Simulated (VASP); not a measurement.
# SiO2 (Stishovite) (P4_2/mnm) in VASP: a series of runs

SiO2 (Stishovite) is run at these levels: PBE; tasks: relaxation of shape and atoms at fixed volume, single point.

Program: VASP 6.6.1. These are calculated values, not measurements. Logs are shortened: lines on timing, memory, paths and dates and some standing lists are left out, and cuts for length are marked.

### Step 1. The cell of the first run

It takes space group P4_2/mnm (No. 136, tetragonal). Conventional cell: a = 4.278 Å, b = 4.278 Å, c = 2.717 Å, α = 90.00°, β = 90.00°, γ = 90.00°. Si (site symmetry mmm) has 6 O at 1.79 to 1.86 Å within 2.4 Å. O (site symmetry m2m) has 3 Si at 1.79 to 1.86 Å and 1 O at 2.34 Å within 2.4 Å.

### Step 2. Relaxation of shape and atoms at fixed volume, PBE (volume scaled by 1.03)

Contents of INCAR:

```
SYSTEM = SiO2
PREC     = Accurate       ! precision mode
ENCUT    = 600            ! plane-wave cutoff, eV
EDIFF    = 1E-6           ! SCF threshold, eV
ISMEAR   = 0              ! smearing method
SIGMA    = 0.02           ! smearing width, eV
LREAL    = .FALSE.        ! projectors in reciprocal space
LASPH    = .TRUE.         ! aspherical terms in the spheres
NELM     = 80             ! most SCF steps
ALGO     = Normal         ! electronic algorithm
ISIF     = 4              ! what is computed and relaxed
LWAVE    = .FALSE.        ! write WAVECAR
LCHARG   = .FALSE.        ! write CHGCAR
GGA      = PE             ! functional
IBRION   = 2              ! ionic algorithm
NSW      = 50             ! ionic steps
EDIFFG   = -0.01          ! ionic threshold
```

Contents of KPOINTS:

```
Automatic mesh
0
G
  6 6 8
  0 0 0
```

Contents of POSCAR:

```
SiO2
1.0
    4.2779136890      0.0000000000      0.0000000000
    0.0000000000      4.2779136890      0.0000000000
    0.0000000000      0.0000000000      2.7172025021
Si O
2 4
Direct
    0.0000000000      0.0000000000      0.0000000000
    0.5000000000      0.5000000000      0.5000000000
    0.3069734713      0.3069734713      0.0000000000
    0.1930265287      0.8069734713      0.5000000000
    0.6930265287      0.6930265287      0.0000000000
    0.8069734713      0.1930265287      0.5000000000
```

Potentials or basis: VASP PAW PBE potentials, release 64 (Si, O).

The run is started by

```console
$ cat potpaw_PBE.64/Si/POTCAR potpaw_PBE.64/O/POTCAR > POTCAR
$ mpirun -np 1 vasp_std > vasp.out
```

OUTCAR:

```text
SYSTEM = SiO2
   PREC = Accurate
   ENCUT = 600
   EDIFF = 1E-6
   ISMEAR = 0
   LREAL = .FALSE.
   LASPH = .TRUE.
   NELM = 80
   ISIF = 4
   GGA = PE
   IBRION = 2
   NSW = 50
   EDIFFG = -0.01

 ion  position               nearest neighbor table
   1  0.000  0.000  0.000-   4 1.79   6 1.79   4 1.79   6 1.79   5 1.86   3 1.86
   2  0.500  0.500  0.500-   3 1.79   5 1.79   3 1.79   5 1.79   4 1.86   6 1.86
   3  0.307  0.307  0.000-   2 1.79   2 1.79   1 1.86
   4  0.193  0.807  0.500-   1 1.79   1 1.79   2 1.86
   5  0.693  0.693  0.000-   2 1.79   2 1.79   1 1.86
   6  0.807  0.193  0.500-   1 1.79   1 1.79   2 1.86

  LATTYP: Found a simple tetragonal cell.
 ALAT       =     4.2779136890
 C/A-ratio  =     0.6351700150

  Lattice vectors:

 A1 = (   4.2779136890,   0.0000000000,   0.0000000000)
 A2 = (   0.0000000000,   4.2779136890,   0.0000000000)
 A3 = (   0.0000000000,   0.0000000000,   2.7172025021)

Analysis of symmetry for initial positions (statically):
=====================================================================
 Subroutine PRICEL returns:
 Original cell was already a primitive cell.

 Routine SETGRP: Setting up the symmetry group for a
 simple tetragonal supercell.

 Subroutine GETGRP returns: Found 16 space group operations
 (whereof  8 operations were pure point group operations)
 out of a pool of 16 trial point group operations.

The static configuration has the point symmetry D_2h.
 The point group associated with its full space group is D_4h.

Analysis of symmetry for dynamics (positions and initial velocities):
=====================================================================
 Subroutine PRICEL returns:
 Original cell was already a primitive cell.

 Routine SETGRP: Setting up the symmetry group for a
 simple tetragonal supercell.

 Subroutine GETGRP returns: Found 16 space group operations
 (whereof  8 operations were pure point group operations)
 out of a pool of 16 trial point group operations.

The dynamic configuration has the point symmetry D_2h.
 The point group associated with its full space group is D_4h.

 Subroutine INISYM returns: Found 16 space group operations
 (whereof  8 operations are pure point group operations),
 and found     1 'primitive' translations

----------------------------------------------------------------------------------------

                                     Primitive cell

  volume of cell :      49.7263

  direct lattice vectors                    reciprocal lattice vectors
     4.277913689  0.000000000  0.000000000     0.233758807  0.000000000  0.000000000
     0.000000000  4.277913689  0.000000000     0.000000000  0.233758807  0.000000000
     0.000000000  0.000000000  2.717202502     0.000000000  0.000000000  0.368025570

  length of vectors
     4.277913689  4.277913689  2.717202502     0.233758807  0.233758807  0.368025570

  position of ions in fractional coordinates (direct lattice)
     0.000000000  0.000000000  0.000000000
     0.500000000  0.500000000  0.500000000
     0.306973471  0.306973471  0.000000000
     0.193026529  0.806973471  0.500000000
     0.693026529  0.693026529  0.000000000
     0.806973471  0.193026529  0.500000000

  ion indices of the primitive-cell ions
   primitive index   ion index
                 1           1
                 2           2
                 3           3
                 4           4
                 5           5
                 6           6

----------------------------------------------------------------------------------------

 KPOINTS: Automatic mesh

Automatic generation of k-mesh.
 Grid dimensions read from file:
 generate k-points for:    6    6    8

 Generating k-lattice:

  Cartesian coordinates                     Fractional coordinates (reciprocal lattice)
     0.038959801  0.000000000  0.000000000     0.166666667  0.000000000  0.000000000
     0.000000000  0.038959801  0.000000000     0.000000000  0.166666667  0.000000000
     0.000000000  0.000000000  0.046003196     0.000000000  0.000000000  0.125000000

  Length of vectors
     0.038959801  0.038959801  0.046003196

  Shift w.r.t. Gamma in fractional coordinates (k-lattice)
     0.000000000  0.000000000  0.000000000

 Subroutine IBZKPT returns following result:
 ===========================================

 Found     50 irreducible k-points:

 Following reciprocal coordinates:
            Coordinates               Weight
  0.000000  0.000000  0.000000      1.000000
  0.166667  0.000000  0.000000      4.000000
  0.333333  0.000000  0.000000      4.000000
  0.500000  0.000000  0.000000      2.000000
  0.166667  0.166667  0.000000      4.000000
  0.333333  0.166667  0.000000      8.000000
[... 16 lines left out ...]
  0.333333  0.000000  0.250000      8.000000
  0.500000  0.000000  0.250000      4.000000
 [... further k-points ...]
   k-points           NKPTS =     50   k-points in BZ     NKDIM =     50   number of bands    NBANDS=     20
   number of dos      NEDOS =    301   number of ions     NIONS =      6
   total plane-waves  NPLWV =  31104
   dimension x,y,z NGX =    36 NGY =   36 NGZ =   24
   dimension x,y,z NGXF=    72 NGYF=   72 NGZF=   48
   ions per type =               2   4
   NGX,Y,Z   is equivalent  to a cutoff of  13.99, 13.99, 14.68 a.u.
   NGXF,Y,Z  is equivalent  to a cutoff of  27.98, 27.98, 29.37 a.u.
 SYSTEM =  SiO2
   PREC   = accura    normal or accurate (medium, high low for compatibility)
   ISTART =      0    job   : 0-new  1-cont  2-samecut
   ICHARG =      2    charge: 1-file 2-atom 10-const
   ISPIN  =      1    spin polarized calculation?
   LNONCOLLINEAR =      F non collinear calculations
   LSORBIT =      F    spin-orbit coupling
   LASPH  =      T    aspherical Exc in radial PAW
   ENCUT  =  600.0 eV  44.10 Ry    6.64 a.u.   8.54  8.54  5.43*2*pi/ulx,y,z
   NELM   =     80;   NELMIN=  2; NELMDL= -5     # of ELM steps
   EDIFF  = 0.1E-05   stopping-criterion for ELM
   LREAL  =      F    real-space projection
   EDIFFG = -.1E-01   stopping-criterion for IOM
   NSW    =     50    number of steps for IOM
   IBRION =      2    ionic relax: 0-MD 1-quasi-New 2-CG
   NFREE  =      1    steps in history (QN), initial steepest desc. (CG)
   ISIF   =      4    stress and relaxation
   ISYM   =      2    0-nonsym 1-usesym 2-fastsym
   POTIM  = 0.5000    time-step for ionic-motion
   TEBEG  =    0.0;   TEEND  =   0.0 temperature during run
   PSTRESS=    0.0 pullay stress
   NELECT =      32.0000    total number of electrons
   NUPDOWN=      -1.0000    fix difference up-down
   EMIN   =  10.00;   EMAX   =-10.00  energy-range for DOS
   EFERMI =   0.00;   METHOD = LEGACY
   ISMEAR =     0;   SIGMA  =   0.02  broadening in eV -4-tet -1-fermi 0-gaus
   EFERMI_NEDOS =   21; number of points for ismear=-14 and -15
   IALGO  =     38    algorithm
   IMIX   =      4    mixing-type and parameters
     AMIX     =   0.40;   BMIX     =  1.00
     AMIX_MAG =   1.60;   BMIX_MAG =  1.00
  volume/ion in A,a.u.               =       8.29        55.93
  Fermi-wavevector in a.u.,A,eV,Ry     =   1.413393  2.670925 27.180068  1.997679
  Thomas-Fermi vector in A             =   2.535043
   LORBIT       =      0    0 simple, 1 ext, 2 COOP (PROOUT), +10 PAW based schemes
   GGA     = PE    functional components
   LHFCALC =     F    Hartree Fock is set to
   AEXX    =    0.0000 exact exchange contribution
   IVDW    =     0    specifies the selected vdW correction
   LEPSILON=     F    determine dielectric tensor
   LRPA    =     F    only Hartree local field effects (RPA)
 conjugate gradient relaxation of ions
 non-spin polarized calculation
 Gauss-broadening in eV      SIGMA  =   0.02
  energy-cutoff  :      600.00
  volume of cell :       49.73
 maximum number of plane-waves:      1696
 NGX is ok and might be reduce to    36
   NGX = 17   NGY = 17   NGZ = 11

--------------------------------------- Ionic step        1  -------------------------------------------

 number of electron      32.0000006 magnetization

 Free energy of the ion-electron system (eV)
  ---------------------------------------------------
  ext. energy  EPLUGINS =         0.00000000
  ---------------------------------------------------
  free energy    TOTEN  =       -46.29597417 eV

  energy without entropy =      -46.29597417  energy(sigma->0) =      -46.29597417

------------------------ aborting loop because EDIFF is reached ----------------------------------------

  FORCE on cell =-STRESS in cart. coord.  units (eV):
  Direction    XX          YY          ZZ          XY          YZ          ZX
  --------------------------------------------------------------------------------------
  -------------------------------------------------------------------------------------
  Total       -2.4945968     -2.4945968     -2.9727550      0.0000000      0.0000000      0.0000000
  in kB      -80.3757244    -80.3757244    -95.7819476      0.0000000      0.0000000      0.0000000
  external PRESSURE =     -85.5111321 kB  Pullay stress =       0.0000000 kB
[... 105 lines left out ...]
  energy  without entropy=      -46.2997699188  energy(sigma->0) =      -46.29976992

--------------------------------------- Ionic step        4  -------------------------------------------

 number of electron      31.9999997 magnetization

 Free energy of the ion-electron system (eV)
  ---------------------------------------------------
  ext. energy  EPLUGINS =         0.00000000
  ---------------------------------------------------
  free energy    TOTEN  =       -46.30020530 eV

  energy without entropy =      -46.30020530  energy(sigma->0) =      -46.30020530

 E-fermi :   7.4822     XC(G=0): -11.9212

 val. band max:        7.3055985493   @ k =   0.0000   0.0000   0.0000
 cond. band min:      11.9162998381   @ k =   0.0000   0.0000   0.0000
 fundamental gap:      4.6107012888
 Fermi energy:         7.4822028819

 k-point     1 :       0.0000    0.0000    0.0000
  band No.  band energies     occupation
      1     -14.6102      2.00000
      2     -11.2834      2.00000
      3     -11.2834      2.00000
      4     -11.2246      2.00000
      5      -3.0307      2.00000
      6       1.2479      2.00000
[... 12 lines left out ...]
     19      15.4850      0.00000
[... 513 lines left out ...]
      4     -10.6932      2.00000
      5      -0.9922      2.00000
      6      -0.9922      2.00000
[... 12 lines left out ...]
     19      17.2583      0.00000
     20      17.2583      0.00000

 [... further k-points ...]
[... 5 lines left out ...]
  --------------------------------------------------------------------------------------
  -------------------------------------------------------------------------------------
  Total       -2.3299331     -2.3299331     -2.2500526     -0.0000000      0.0000000      0.0000000
  in kB      -75.0702737    -75.0702737    -72.4965297     -0.0000000      0.0000000      0.0000000
  external PRESSURE =     -74.2123590 kB  Pullay stress =       0.0000000 kB
[... 21 lines left out ...]
  FREE ENERGIE OF THE ION-ELECTRON SYSTEM (eV)
  ---------------------------------------------------
  free  energy   TOTEN  =       -46.3002052958 eV

  energy  without entropy=      -46.3002052958  energy(sigma->0) =      -46.30020530

 reached required accuracy - stopping structural energy minimisation
```

Wall time 50 s (1 thread of Intel Xeon 6975P-C (Granite Rapids), shared host); peak memory 0.19 GiB.

What came out:

```yaml
Free_energy: -46.3002 eV
Energy_gained_by_relaxing: 0.7 meV/atom
Ionic_steps: 4
Pressure_after_relaxing: -7.4 GPa
Largest_force_after_relaxing: 0.008 eV/Å
Band_gap_on_the_k_mesh: 4.61 eV, direct
```

Forces in eV/Å, atoms in the order of the input:
```
Si   0.000  0.000  0.000
Si   0.000  0.000  0.000
O    0.006  0.006  0.000
O   -0.006  0.006  0.000
O   -0.006 -0.006  0.000
O    0.006 -0.006  0.000
```

Step by step:
| step | energy change (eV) | largest force (eV/Å) | pressure (GPa) | volume (Å³) |
| --- | --- | --- | --- | --- |
| 1 | 0.0000 | 0.1826 | -8.55 | 49.73 |
| 2 | -0.0038 | 0.0360 | -7.58 | 49.73 |
| 3 | -0.0038 | 0.0294 | -7.60 | 49.73 |
| 4 | -0.0042 | 0.0083 | -7.42 | 49.73 |

Final structure:
```
CELL_PARAMETERS angstrom
4.28869 0.00000 0.00000
0.00000 4.28869 0.00000
0.00000 0.00000 2.70357
ATOMIC_POSITIONS crystal
Si 0.00000 0.00000 0.00000
Si 0.50000 0.50000 0.50000
O 0.30836 0.30836 0.00000
O 0.19164 0.80836 0.50000
O 0.69164 0.69164 0.00000
O 0.80836 0.19164 0.50000
```

Levels at points of the mesh, in eV from the valence-band top:
```tsv
k point	band 14	band 15	band 16	band 17	band 18	band 19
(0.00, 0.00, 0.00)	-0.82	-0.82	0.00	4.61	6.55	8.18
(0.50, 0.00, 0.00)	-2.55	-1.03	-1.03	6.96	6.96	8.78
(0.50, 0.50, 0.00)	-2.39	-2.08	-2.08	6.70	6.70	9.58
(0.00, 0.00, 0.50)	-2.69	-2.47	-2.47	8.27	8.27	11.66
(0.50, 0.00, 0.50)	-2.14	-1.58	-1.58	8.16	8.16	9.07
(0.50, 0.50, 0.50)	-1.72	-1.39	-1.39	6.56	6.56	10.36
```

Caveat: the cell differs from its parent crystal (volume scaled by 1.03).

(Part 1 of 2 ends here.)
